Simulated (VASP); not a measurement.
# Cu (P6_3/mmc) in VASP: single point with LDA

Aim: the single point of Cu with LDA.

All numbers are computed with VASP 6.6.1; they aren't measurements. Logs are shortened: lines on timing, memory, paths and dates and some standing lists are left out, and cuts for length are marked.

## (1) The cell of the first run

Symmetry: P6_3/mmc, No. 194, hexagonal system. Conventional cell: a = 2.488 Å, b = 2.488 Å, c = 4.064 Å, α = 90.00°, β = 90.00°, γ = 120.00°. Within 3.3 Å of Cu (site symmetry -6m2) lie 12 Cu at 2.49 Å.

This isn't the form of Cu at room conditions, which is fcc.

## (2) Single point, LDA

INCAR reads:

```
PREC     = Accurate       # precision mode
ENCUT    = 520            # plane-wave cutoff, eV
EDIFF    = 1E-6           # SCF threshold, eV
ISMEAR   = 0              # smearing method
SIGMA    = 0.15           # smearing width, eV
LREAL    = False          # projectors in reciprocal space
LASPH    = True           # aspherical terms in the spheres
NELM     = 100            # most SCF steps
ALGO     = Fast           # electronic algorithm
ISIF     = 2              # what is computed and relaxed
LWAVE    = False          # write WAVECAR
LCHARG   = False          # write CHGCAR
NBANDS   = 18             # bands
```

KPOINTS reads:

```
Automatic mesh
0
Gamma
  21 21 12
```

POSCAR reads:

```
Cu
1.0
    2.4883286535      0.0000000000      0.0000000000
   -1.2441643268      2.1549558269      0.0000000000
    0.0000000000      0.0000000000      4.0637143877
Cu
2
Direct
    0.3333333333      0.6666666667      0.2500000000
    0.6666666667      0.3333333333      0.7500000000
```

Potentials or basis: VASP PAW LDA potentials, release 64 (Cu).

On the command line:

```sh
$ cat potpaw_LDA.64/Cu/POTCAR > POTCAR
$ mpirun -np 1 vasp_std > vasp.out
```

OUTCAR:

```text
PREC = Accurate
   ENCUT = 520
   EDIFF = 1E-6
   ISMEAR = 0
   LREAL = False
   LASPH = True
   NELM = 100
   ISIF = 2

 ion  position               nearest neighbor table
   1  0.333  0.667  0.250-   2 2.49   2 2.49   2 2.49   2 2.49   2 2.49   2 2.49
   2  0.667  0.333  0.750-   1 2.49   1 2.49   1 2.49   1 2.49   1 2.49   1 2.49

  LATTYP: Found a hexagonal cell.
 ALAT       =     2.4883286535
 C/A-ratio  =     1.6331099921

  Lattice vectors:

 A1 = (   2.4883286535,   0.0000000000,   0.0000000000)
 A2 = (  -1.2441643268,   2.1549558269,   0.0000000000)
 A3 = (   0.0000000000,   0.0000000000,   4.0637143877)

Analysis of symmetry for initial positions (statically):
=====================================================================
 Subroutine PRICEL returns:
 Original cell was already a primitive cell.

 Routine SETGRP: Setting up the symmetry group for a
 hexagonal supercell.

 Subroutine GETGRP returns: Found 24 space group operations
 (whereof 12 operations were pure point group operations)
 out of a pool of 24 trial point group operations.

The static configuration has the point symmetry D_3d.
 The point group associated with its full space group is D_6h.

Analysis of symmetry for dynamics (positions and initial velocities):
=====================================================================
 Subroutine PRICEL returns:
 Original cell was already a primitive cell.

 Routine SETGRP: Setting up the symmetry group for a
 hexagonal supercell.

 Subroutine GETGRP returns: Found 24 space group operations
 (whereof 12 operations were pure point group operations)
 out of a pool of 24 trial point group operations.

The dynamic configuration has the point symmetry D_3d.
 The point group associated with its full space group is D_6h.

 Subroutine INISYM returns: Found 24 space group operations
 (whereof 12 operations are pure point group operations),
 and found     1 'primitive' translations

----------------------------------------------------------------------------------------

                                     Primitive cell

  volume of cell :      21.7906

  direct lattice vectors                    reciprocal lattice vectors
     2.488328653  0.000000000  0.000000000     0.401876174  0.232023317  0.000000000
    -1.244164327  2.154955827  0.000000000     0.000000000  0.464046635  0.000000000
     0.000000000  0.000000000  4.063714388     0.000000000  0.000000000  0.246080286

  length of vectors
     2.488328653  2.488328654  4.063714388     0.464046635  0.464046635  0.246080286

  position of ions in fractional coordinates (direct lattice)
     0.333333333  0.666666667  0.250000000
     0.666666667  0.333333333  0.750000000

  ion indices of the primitive-cell ions
   primitive index   ion index
                 1           1
                 2           2

----------------------------------------------------------------------------------------

 KPOINTS: Automatic mesh

Automatic generation of k-mesh.
 Grid dimensions read from file:
 generate k-points for:   21   21   12

 Generating k-lattice:

  Cartesian coordinates                     Fractional coordinates (reciprocal lattice)
     0.019136961  0.011048729  0.000000000     0.047619048  0.000000000  0.000000000
     0.000000000  0.022097459  0.000000000     0.000000000  0.047619048  0.000000000
     0.000000000  0.000000000  0.020506691     0.000000000  0.000000000  0.083333333

  Length of vectors
     0.022097459  0.022097459  0.020506691

  Shift w.r.t. Gamma in fractional coordinates (k-lattice)
     0.000000000  0.000000000  0.000000000

 Subroutine IBZKPT returns following result:
 ===========================================

 Found    336 irreducible k-points:

 Following reciprocal coordinates:
            Coordinates               Weight
  0.000000  0.000000  0.000000      1.000000
  0.047619  0.000000  0.000000      6.000000
  0.095238  0.000000  0.000000      6.000000
  0.142857 -0.000000  0.000000      6.000000
  0.190476  0.000000  0.000000      6.000000
  0.238095  0.000000  0.000000      6.000000
[... 16 lines left out ...]
  0.142857  0.095238  0.000000     12.000000
  0.190476  0.095238  0.000000     12.000000
 [... further k-points ...]
   k-points           NKPTS =    336   k-points in BZ     NKDIM =    336   number of bands    NBANDS=     18
   number of dos      NEDOS =    301   number of ions     NIONS =      2
   total plane-waves  NPLWV =  12000
   dimension x,y,z NGX =    20 NGY =   20 NGZ =   30
   dimension x,y,z NGXF=    40 NGYF=   40 NGZF=   60
   ions per type =               2
   NGX,Y,Z   is equivalent  to a cutoff of  13.36, 13.36, 12.27 a.u.
   NGXF,Y,Z  is equivalent  to a cutoff of  26.72, 26.72, 24.55 a.u.
 SYSTEM =  unknown system
   PREC   = accura    normal or accurate (medium, high low for compatibility)
   ISTART =      0    job   : 0-new  1-cont  2-samecut
   ICHARG =      2    charge: 1-file 2-atom 10-const
   ISPIN  =      1    spin polarized calculation?
   LNONCOLLINEAR =      F non collinear calculations
   LSORBIT =      F    spin-orbit coupling
   LASPH  =      T    aspherical Exc in radial PAW
   ENCUT  =  520.0 eV  38.22 Ry    6.18 a.u.   4.63  4.63  7.56*2*pi/ulx,y,z
   NELM   =    100;   NELMIN=  2; NELMDL= -5     # of ELM steps
   EDIFF  = 0.1E-05   stopping-criterion for ELM
   LREAL  =      F    real-space projection
   EDIFFG = 0.1E-04   stopping-criterion for IOM
   NSW    =      0    number of steps for IOM
   IBRION =     -1    ionic relax: 0-MD 1-quasi-New 2-CG
   NFREE  =      0    steps in history (QN), initial steepest desc. (CG)
   ISIF   =      2    stress and relaxation
   ISYM   =      2    0-nonsym 1-usesym 2-fastsym
   POTIM  = 0.5000    time-step for ionic-motion
   TEBEG  =    0.0;   TEEND  =   0.0 temperature during run
   PSTRESS=    0.0 pullay stress
   NELECT =      22.0000    total number of electrons
   NUPDOWN=      -1.0000    fix difference up-down
   EMIN   =  10.00;   EMAX   =-10.00  energy-range for DOS
   EFERMI =   0.00;   METHOD = LEGACY
   ISMEAR =     0;   SIGMA  =   0.15  broadening in eV -4-tet -1-fermi 0-gaus
   EFERMI_NEDOS =   21; number of points for ismear=-14 and -15
   IALGO  =     68    algorithm
   IMIX   =      4    mixing-type and parameters
     AMIX     =   0.40;   BMIX     =  1.00
     AMIX_MAG =   1.60;   BMIX_MAG =  1.00
  volume/ion in A,a.u.               =      10.90        73.53
  Fermi-wavevector in a.u.,A,eV,Ry     =   1.642326  3.103546 36.698093  2.697234
  Thomas-Fermi vector in A             =   2.732647
   LORBIT       =      0    0 simple, 1 ext, 2 COOP (PROOUT), +10 PAW based schemes
   GGA     = CA    functional components
   LHFCALC =     F    Hartree Fock is set to
   AEXX    =    0.0000 exact exchange contribution
   IVDW    =     0    specifies the selected vdW correction
   LEPSILON=     F    determine dielectric tensor
   LRPA    =     F    only Hartree local field effects (RPA)
 non-spin polarized calculation
 RMM-DIIS sequential band-by-band and
 Gauss-broadening in eV      SIGMA  =   0.15
  energy-cutoff  :      520.00
  volume of cell :       21.79
 maximum number of plane-waves:       602
 NGX is ok and might be reduce to    20
   NGX =  9   NGY =  9   NGZ = 15

 number of electron      21.9999990 magnetization

 Free energy of the ion-electron system (eV)
  ---------------------------------------------------
  ext. energy  EPLUGINS =         0.00000000
  ---------------------------------------------------
  free energy    TOTEN  =        -9.40089584 eV

  energy without entropy =       -9.39426423  energy(sigma->0) =       -9.39758003

 E-fermi :   8.4159     XC(G=0): -13.5807

 val. band max:        8.3945852775   @ k =   0.2857   0.1905   0.4167
 cond. band min:       8.4195203984   @ k =   0.2381   0.2381   0.4167
 fundamental gap:      0.0249351209
 Fermi energy:         8.4159375528

 k-point     1 :       0.0000    0.0000    0.0000
  band No.  band energies     occupation
      1      -1.5860      2.00000
      2       2.7927      2.00000
      3       5.0524      2.00000
      4       5.1188      2.00000
      5       5.1188      2.00000
      6       5.3558      2.00000
[... 10 lines left out ...]
     17      32.9758      0.00000
     18      33.2737      0.00000

 k-point     2 :       0.0476    0.0000    0.0000
  band No.  band energies     occupation
      1      -1.5080      2.00000
      2       2.8393      2.00000
      3       4.9912      2.00000
      4       5.1492      2.00000
      5       5.1723      2.00000
      6       5.3401      2.00000
[... 10 lines left out ...]
     17      33.4400      0.00000
     18      33.4961      0.00000

 k-point     3 :       0.0952    0.0000    0.0000
  band No.  band energies     occupation
      1      -1.2760      2.00000
      2       2.9725      2.00000
      3       4.8882      2.00000
      4       5.2386      2.00000
      5       5.2406      2.00000
      6       5.3127      2.00000
[... 10 lines left out ...]
     17      33.4816      0.00000
     18      34.1034      0.00000

 k-point     4 :       0.1429   -0.0000    0.0000
  band No.  band energies     occupation
      1      -0.8955      2.00000
      2       3.1714      2.00000
      3       4.7671      2.00000
      4       5.1077      2.00000
      5       5.2022      2.00000
      6       5.3815      2.00000
[... 375 lines left out ...]
      4       4.9453      2.00000
      5       5.1974      2.00000
      6       5.3893      2.00000
[... 10 lines left out ...]
     17      32.2376      0.00000
     18      32.5238      0.00000

 k-point    23 :       0.1429    0.0952    0.0000
  band No.  band energies     occupation
      1      -0.1592      2.00000
      2       3.4965      2.00000
      3       4.5597      2.00000
      4       4.6252      2.00000
      5       5.1368      2.00000
      6       5.3042      2.00000
[... 10 lines left out ...]
     17      30.8185      0.00000
     18      31.3397      0.00000

 k-point    24 :       0.1905    0.0952    0.0000
  band No.  band energies     occupation
      1       0.4681      2.00000
      2       3.6752      2.00000
      3       4.3394      2.00000
      4       4.4555      2.00000
      5       5.0953      2.00000
      6       5.2047      2.00000
[... 10 lines left out ...]
     17      28.9969      0.00000
     18      30.5285      0.00000

 [... further k-points ...]

------------------------ aborting loop because EDIFF is reached ----------------------------------------

  FORCE on cell =-STRESS in cart. coord.  units (eV):
  Direction    XX          YY          ZZ          XY          YZ          ZX
  --------------------------------------------------------------------------------------
  -------------------------------------------------------------------------------------
  Total        0.0283056      0.0283056      0.2916530     -0.0000000     -0.0000000      0.0000000
  in kB        2.0811988      2.0811988     21.4440969     -0.0000000     -0.0000000      0.0000000
  external PRESSURE =       8.5354981 kB  Pullay stress =       0.0000000 kB

 VOLUME and BASIS-vectors are now :
 -----------------------------------------------------------------------------
  energy-cutoff  :      520.00
  volume of cell :       21.79
      direct lattice vectors                 reciprocal lattice vectors
     2.488328653  0.000000000  0.000000000     0.401876174  0.232023317  0.000000000
    -1.244164327  2.154955827  0.000000000     0.000000000  0.464046635  0.000000000
     0.000000000  0.000000000  4.063714388     0.000000000  0.000000000  0.246080286

 POSITION                                       TOTAL-FORCE (eV/Angst)
 -----------------------------------------------------------------------------------
     -0.00000      1.43664      1.01593         0.000000     -0.000000      0.000000
      1.24416      0.71832      3.04779        -0.000000      0.000000      0.000000
 -----------------------------------------------------------------------------------
    total drift:                               -0.000000      0.000000     -0.000000

  FREE ENERGIE OF THE ION-ELECTRON SYSTEM (eV)
  ---------------------------------------------------
  free  energy   TOTEN  =        -9.4008958378 eV

  energy  without entropy=       -9.3942642277  energy(sigma->0) =       -9.39758003
```

It took 99 s on 1 thread of Intel Xeon 6975P-C (Granite Rapids), shared host; peak memory 0.2 GiB.

Results:

```
Free energy            : -9.4009 eV
Pressure               : 0.9 GPa
Band gap on the k mesh : zero (bands 11 and 12 overlap by 6.35 eV)
```
